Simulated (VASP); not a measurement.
Runs of VASP 6.6.1 on NaF. The structure is that of space group Pm-3m (No. 221), or close to it. The cells are those of the table. 

```tsv
level	cell	smearing	gap on the mesh (eV)	pressure (GPa)
r2SCAN	a = 2.673, b = 2.793, c = 2.793 Å, 2 atoms	gaussian 0.01 eV	(a)	(c)
PBE	a = 2.673, b = 2.793, c = 2.793 Å, 2 atoms	fermi-dirac 0.02 eV	6.22	7.6
PBE	a = 2.746, b = 2.746, c = 2.796 Å, 2 atoms	fermi-dirac 0.02 eV	6.30	(b)
r2SCAN	a = 2.746, b = 2.746, c = 2.796 Å, 2 atoms	gaussian 0.01 eV	7.32	1.4
```

Alike in all rows: task single point; potentials or basis VASP PAW PBE potentials, release 64 (Na_pv, F); no spin polarisation; k mesh 10 × 10 × 10; cutoff (eV) 520.

**Question.** Estimate the missing entries.

**Answer.** (a) 7.23; (b) 6.7; (c) 2.1.

Caveats: the PAW data sets were made with another functional, which shifts forces and pressure a little (at least some runs); the cell stands under pressure (at least some runs).

A k mesh can miss the band edges.
